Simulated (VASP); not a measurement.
A run of VASP 6.6.1 is set up as follows.

The input INCAR:

```
SYSTEM = BaZrO3
PREC = Accurate
ENCUT = 600
EDIFF = 1E-6
ISMEAR = 0
SIGMA = 0.02
LREAL = .FALSE.
LASPH = .TRUE.
NELM = 120
ALGO = Normal
ISIF = 2
LWAVE = .FALSE.
LCHARG = .FALSE.
GGA = PS
NBANDS = 28
GGA_COMPAT = .FALSE.
```

File KPOINTS:

```
regular mesh
0
G
  6 6 6
  0 0 0
```

POSCAR

```
BaZrO3
1.0
    4.1807190589      0.0000000000      0.0000000000
    0.0000000000      4.1807190589      0.0000000000
    0.0000000000      0.0000000000      4.1807190589
Ba Zr O
1 1 3
Direct
    0.0000000000      0.0000000000      0.0000000000
    0.5000000000      0.5000000000      0.5000000000
    0.5000000000      0.5000000000      0.0000000000
    0.0000000000      0.5000000000      0.5000000000
    0.5000000000      0.0000000000      0.5000000000
```

Potentials or basis: VASP PAW PBE potentials, release 64 (Ba_sv, Zr_sv, O).

Command:

```bash
$ cat potpaw_PBE.64/Ba_sv/POTCAR potpaw_PBE.64/Zr_sv/POTCAR potpaw_PBE.64/O/POTCAR > POTCAR
$ mpirun -np 1 vasp_std > vasp.out
```

Predict the band gap on the k mesh.

3.12 eV, indirect (least direct gap 3.34 eV).

Estimate the pressure.

1.0 GPa.

Caveat: the PAW data sets were made with another functional, which shifts forces and pressure a little; spin-orbit coupling is left out, which moves the levels of the heavy elements. Expect the measured gap to be larger: semilocal functionals such as PBEsol lack the derivative discontinuity.
